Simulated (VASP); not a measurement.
B3C, 4 atoms in the cell. It takes space group P-6m2 (No. 187, hexagonal). Conventional cell: a = 2.568 Å, b = 2.568 Å, c = 4.707 Å, α = 90.00°, β = 90.00°, γ = 120.00°. Within 2.8 Å of B (site symmetry -6m2) lie 12 B at 2.11 to 2.57 Å and 2 C at 2.35 Å. Within 2.3 Å of B (site symmetry 3m) lie 4 B at 1.70 to 2.11 Å and 3 C at 1.71 Å. C (site symmetry -6m2) has 6 B at 1.71 Å within 2.3 Å. 

| Property | Result |
| --- | --- |
| Program | VASP 6.6.1 |
| Task | relaxation of cell and atoms |
| Functional | PBE |
| Potentials or basis | VASP PAW PBE potentials, release 64 (B, C) |
| Cutoff | 600 eV |
| k mesh | 6 × 6 × 4 |
| Occupations | gaussian, width 0.1 eV |
| Spin | no spin polarisation |
| Dipole correction | no |
| Further INCAR settings | ALGO = Normal; EDIFF = 1e-07; IBRION = 2; EDIFFG = -0.04; NSW = 90; ISIF = 3 |

Potentials or basis: VASP PAW PBE potentials, release 64 (B, C).

Command:

```bash
$ cat potpaw_PBE.64/B/POTCAR potpaw_PBE.64/C/POTCAR > POTCAR
$ mpirun -np 1 vasp_std > vasp.out
```

Hardware: 1 thread of Intel(R) Xeon(R) 6975P-C (Granite Rapids), with other jobs on the host.

Task: How long does it take, and how much memory?

Result: Run time: 13 s on 1 thread of Intel(R) Xeon(R) 6975P-C (Granite Rapids) (shared host), peak memory 0.15 GiB. Counts: scf iterations 44, k points 21, ion steps 6.
